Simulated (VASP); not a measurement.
Here is a VASP 6.6.1 calculation.

POSCAR

```
Ti3O
1.0
    2.9357969426      0.0000000000      0.0000000000
   -1.4678984713      2.5424747326      0.0000000000
    0.0000000000      0.0000000000     23.6361929063
Ti O
3 1
Direct
    0.3333333333      0.6666666666      0.3596179822
    0.6666666667      0.3333333334      0.4531964183
    0.3333333333      0.6666666666      0.5467425953
    0.3333333333      1.1666666667      0.6039702046
```

INCAR.step1

```
PREC     = Accurate       # precision mode
ENCUT    = 520            # plane-wave cutoff, eV
ISMEAR   = 0              # smearing method
SIGMA    = 0.1            # smearing width, eV
LREAL    = F              # projectors in reciprocal space
LASPH    = T              # aspherical terms in the spheres
NELM     = 80             # most SCF steps
LDIPOL   = T            
IDIPOL   = 3            
DIPOL    = 0.5 0.5 0.491
NBANDS   = 29             # bands
GGA      = PE             # functional
ALGO     = Normal         # electronic algorithm
EDIFF    = 1E-4           # SCF threshold, eV
LWAVE    = T              # write WAVECAR
LCHARG   = F              # write CHGCAR
```

File INCAR.step2:

```
PREC     = Accurate       # precision mode
ENCUT    = 520            # plane-wave cutoff, eV
EDIFF    = 1E-7           # SCF threshold, eV
ISMEAR   = 0              # smearing method
SIGMA    = 0.1            # smearing width, eV
LREAL    = F              # projectors in reciprocal space
LASPH    = T              # aspherical terms in the spheres
NELM     = 80             # most SCF steps
ALGO     = Normal         # electronic algorithm
ISIF     = 2              # what is computed and relaxed
LWAVE    = F              # write WAVECAR
LCHARG   = F              # write CHGCAR
LDIPOL   = T            
IDIPOL   = 3            
DIPOL    = 0.5 0.5 0.491
METAGGA  = R2SCAN         # meta-GGA
LMIXTAU  = T            
NBANDS   = 29             # bands
ISTART   = 1
```

Contents of KPOINTS:

```
regular mesh
0
Gamma
  12 12 1
```

Potentials or basis: VASP PAW PBE potentials, release 64 (Ti_sv, O).

Command:

```sh
$ cat potpaw_PBE.64/Ti_sv/POTCAR potpaw_PBE.64/O/POTCAR > POTCAR
$ cp INCAR.step1 INCAR
$ mpirun -np 1 vasp_std > vasp.out
$ cp INCAR.step2 INCAR
$ mpirun -np 1 vasp_std > vasp.out
```

Q: Predict the largest force.

A: 5.928 eV/Å.

Q: Estimate the band gap on the k mesh.

A: Zero (band 21 reaches -1.06 eV, above the bottom of band 22 at -1.95 eV).

Forces on the atoms (eV/Å):
```
Ti  -0.017 -0.010  0.087
Ti  -0.100 -0.058 -1.223
Ti   0.254  0.147  5.921
O   -0.136 -0.079 -4.784
```

Caveat: the PAW data sets were made with another functional, which shifts forces and pressure a little.
